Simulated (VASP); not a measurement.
Write the native input for VASP 6.6.1 that does the following.

```
Task                   : single point
Functional             : PBE
Potentials or basis    : VASP PAW PBE potentials, release 64 (Te, Pb_d)
Cutoff                 : 520 eV
k mesh                 : 8 × 8 × 8
Occupations            : gaussian, width 0.05 eV
Spin                   : no spin polarisation
Dipole correction      : no
Further INCAR settings : ALGO = Normal; EDIFF = 1e-06; NBANDS = 17
```

The structure of TePb lies in POSCAR:

```
TePb
1.0
    1.2617968510      3.9656472461      3.9656472461
    3.9656472461      1.2617968510      3.9656472461
    3.9656472461      3.9656472461      1.2617968510
Te Pb
1 1
Direct
    0.5000000000      0.5000000000      0.5000000000
    0.0000000000      0.0000000000      0.0000000000
```

This cell differs from its parent crystal: ratio of the length along [111] to the lengths across it x 1.7, volume and fractional coordinates fixed.

One way to write it, as run:

INCAR

```
SYSTEM = TePb
PREC = Accurate ; ENCUT = 520
EDIFF = 1E-6 ; ISMEAR = 0
SIGMA = 0.05 ; LREAL = .FALSE.
LASPH = .TRUE. ; NELM = 80
ALGO = Normal ; ISIF = 2
LWAVE = .FALSE. ; LCHARG = .FALSE.
GGA = PE ; NBANDS = 17
```

KPOINTS

```
regular mesh
0
G
  8 8 8
  0 0 0
```

Potentials or basis: VASP PAW PBE potentials, release 64 (Te, Pb_d).

Command:

```console
$ cat potpaw_PBE.64/Te/POTCAR potpaw_PBE.64/Pb_d/POTCAR > POTCAR
$ mpirun -np 1 vasp_std > vasp.out
```

It gave:

```json
{
 "Pressure": "-1.8 GPa",
 "Band gap on the k mesh": "zero (band 10 reaches 6.91 eV, above the bottom of band 11 at 4.86 eV)"
}
```

Caveat: spin-orbit coupling is left out, which moves the levels of the heavy elements.

It took 55 s on 1 thread of Intel(R) Xeon(R) 6975P-C (Granite Rapids), with other jobs on the host, peak memory 0.34 GiB.
